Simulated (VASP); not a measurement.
Pt, 1 atom in the cell. Symmetry: I4/mmm, No. 139, tetragonal system. The conventional cell has a = 3.255 Å, b = 3.255 Å, c = 2.897 Å, α = 90.00°, β = 90.00°, γ = 90.00°. Within 3.6 Å of Pt (site symmetry 4/mmm) lie 14 Pt at 2.72 to 3.26 Å.  This cell differs from its parent crystal: volume 15.346 Å^3 an atom, c/a of the conventional cell 0.6292.

| Property | Result |
| --- | --- |
| Program | VASP 6.6.1 |
| Task | single point |
| Functional | LDA |
| Potentials or basis | VASP PAW LDA potentials, release 64 (Pt) |
| Cutoff | 520 eV |
| k mesh | 22 × 22 × 22 |
| Occupations | gaussian, width 0.15 eV |
| Spin | no spin polarisation |
| Dipole correction | no |
| Further INCAR settings | ALGO = Fast; EDIFF = 1e-06; NBANDS = 11 |

Potentials or basis: VASP PAW LDA potentials, release 64 (Pt).

Launch:

```sh
$ cat potpaw_LDA.64/Pt/POTCAR > POTCAR
$ mpirun -np 1 vasp_std > vasp.out
```

Hardware: 1 thread of Intel Xeon 6975P-C, on a shared host.

Question: Estimate the wall time of this run.

Answer: It took 81 s on 1 thread of Intel Xeon 6975P-C, with other jobs on the host, peak memory 0.25 GiB. Counts: scf iterations 13, k points 834.
